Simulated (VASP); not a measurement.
A run of VASP 6.6.1 is set up as follows.

The input INCAR:

```
SYSTEM = ZrB2
PREC = Accurate ; ENCUT = 420
EDIFF = 1E-6 ; ISMEAR = 1
SIGMA = 0.15 ; LREAL = .FALSE.
LASPH = .TRUE. ; NELM = 120
ALGO = Normal ; ISIF = 2
LWAVE = .FALSE. ; LCHARG = .FALSE.
LDIPOL = .TRUE. ; IDIPOL = 3
DIPOL = 0.5 0.5 0.517 ; GGA = PS
NBANDS = 27 ; GGA_COMPAT = .FALSE.
NELMDL = -8
```

File KPOINTS:

```
regular mesh
0
G
  6 6 1
  0 0 0
```

File POSCAR:

```
ZrB2
1.0
    3.1700000000      0.0000000000      0.0000000000
   -1.5850000000      2.7453005300      0.0000000000
    0.0000000000      0.0000000000     17.2995000000
Zr B
2 4
Direct
    0.0000000000      0.0000000000      0.3468308333
    0.0000000000      0.0000000000      0.5510563889
    0.3333333333      0.6666666667      0.4489436111
    0.6666666667      0.3333333333      0.4489436111
    0.3333333333      0.6666666667      0.6531691667
    0.6666666667      0.3333333333      0.6531691667
```

Potentials or basis: VASP PAW PBE potentials, release 64 (Zr_sv, B).

Command:

```sh
$ cat potpaw_PBE.64/Zr_sv/POTCAR potpaw_PBE.64/B/POTCAR > POTCAR
$ mpirun -np 1 vasp_std > vasp.out
```

**Question.** Predict the largest force.

**Answer.** 0.989 eV/Å.

**Question.** Estimate the band gap on the k mesh.

**Answer.** Zero (band 18 reaches 1.02 eV, above the bottom of band 19 at 0.90 eV).

Forces on the atoms (eV/Å):
```
Zr   0.000  0.000  0.926
Zr   0.000  0.000  0.989
B    0.000  0.000 -0.369
B    0.000  0.000 -0.369
B    0.000  0.000 -0.588
B    0.000  0.000 -0.588
```

Caveat: the k points lie up to 0.38 Å⁻¹ apart; the PAW data sets were made with another functional, which shifts forces and pressure a little.
